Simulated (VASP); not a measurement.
A run of VASP 6.6.1 is set up as follows.

File POSCAR:

```
La2FeCo2C
1.0
   -2.0138932618      2.9595858623      4.5002152548
    4.0277870272      0.0000000000     -0.0000002254
    2.0138932618      2.9595858623     -4.5002152548
La Co Fe C
2 2 1 1
Direct
    0.1931449243      0.6931449243      0.8068550757
    0.8068550757      0.3068550757      0.1931449243
    0.2954356402      0.0000000000      0.2954356402
    0.7045643598      0.0000000000      0.7045643598
    0.5000000000      0.5000000000      0.5000000000
    0.0000000000      0.0000000000      0.0000000000
```

File INCAR.step1:

```
PREC = Accurate
ENCUT = 520
ISMEAR = -1
SIGMA = 0.0199
LREAL = False
LASPH = True
NELM = 80
NBANDS = 35
GGA = PE
ALGO = Normal
EDIFF = 1E-4
LWAVE = True
LCHARG = False
```

File INCAR.step2:

```
PREC = Accurate
ENCUT = 520
EDIFF = 1E-6
ISMEAR = -1
SIGMA = 0.0199
LREAL = False
LASPH = True
NELM = 80
ALGO = Normal
ISIF = 2
LWAVE = False
LCHARG = True
METAGGA = R2SCAN
LMIXTAU = True
LELF = True
LVHAR = True
NBANDS = 35
ISTART = 1
```

Contents of KPOINTS:

```
regular mesh
0
Gamma
  5 5 5
```

Potentials or basis: VASP PAW PBE potentials, release 64 (La, Co, Fe, C).

Command:

```console
$ cat potpaw_PBE.64/La/POTCAR potpaw_PBE.64/Co/POTCAR potpaw_PBE.64/Fe/POTCAR potpaw_PBE.64/C/POTCAR > POTCAR
$ cp INCAR.step1 INCAR
$ mpirun -np 1 vasp_std > vasp.out
$ cp INCAR.step2 INCAR
$ mpirun -np 1 vasp_std > vasp.out
```

Q: Predict the pressure.

A: 0.0 GPa.

Q: Predict the band gap on the k mesh.

A: Zero (band 26 reaches 8.76 eV, above the bottom of band 27 at 8.48 eV).

Forces in eV/Å, atoms in the order of the input:
```
La   0.000  0.000  0.005
La   0.000  0.000 -0.005
Co   0.000  0.184  0.000
Co   0.000 -0.184  0.000
Fe   0.000  0.000  0.000
C    0.000  0.000  0.000
```

Caveat: the PAW data sets were made with another functional, which shifts forces and pressure a little; spin-orbit coupling is left out, which moves the levels of the heavy elements. Spin polarisation is off, so any magnetic state and its effect on volume and gap are missing.
